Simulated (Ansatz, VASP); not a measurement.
Cu: VASP and Ansatz over several settings

```xyz
1
Lattice="0.0000 1.8195 1.8195 1.8195 0.0000 1.8195 1.8195 1.8195 0.0000" Properties=species:S:1:pos:R:3 pbc="T T T"
Cu    0.0000    0.0000    0.0000
```

Single points on this cell with VASP 6.6.1 and Ansatz 0.2.0. Each row is one pair of runs. Alike in all rows: spin: off; smearing: fermi-dirac, width 0.05 eV.

| level | k mesh | VASP's potentials, cutoff | Ansatz's potentials, cutoff | gap on the k mesh at the Fermi level (eV), VASP | gap on the k mesh at the Fermi level (eV), Ansatz | pressure (GPa), VASP | pressure (GPa), Ansatz |
| --- | --- | --- | --- | --- | --- | --- | --- |
| BLYP+D3(BJ) | 13 × 13 × 13 | VASP PAW PBE potentials, release 64 (Cu), 600 eV | Ansatz PAW, 420 eV | none | ? | -10.7 | ? |
| SVWN5 | 13 × 13 × 13 | VASP PAW PBE potentials, release 64 (Cu), 600 eV | Ansatz PAW, 420 eV | none | none | -14.4 | -15.1 |
| r2SCAN+D4 | 13 × 13 × 13 | VASP PAW PBE potentials, release 64 (Cu), 660 eV | Ansatz PAW, 500 eV | none | none | -9.2 | -9.6 |
| r2SCAN50 | 7 × 7 × 7 | VASP PAW PBE potentials, release 64 (Cu), 580 eV | Ansatz PAW, 500 eV | none | none | -1.5 | -1.3 |
| r2SCAN0 | 7 × 7 × 7 | VASP PAW PBE potentials, release 64 (Cu), 520 eV | Ansatz PAW, 500 eV | none | none | -4.7 | -4.9 |

Fill in what Ansatz gave in row 1.

gap on the k mesh at the Fermi level (eV): none; pressure (GPa): -11.4.

VASP's potentials hold 11 valence electrons a cell and Ansatz's 19, so a difference there can come from the potentials and not from the codes.

A gap of «none» marks a metal or a gap that the smearing closes.

The k mesh is coarse in some rows, so the values compare programs but aren't converged.
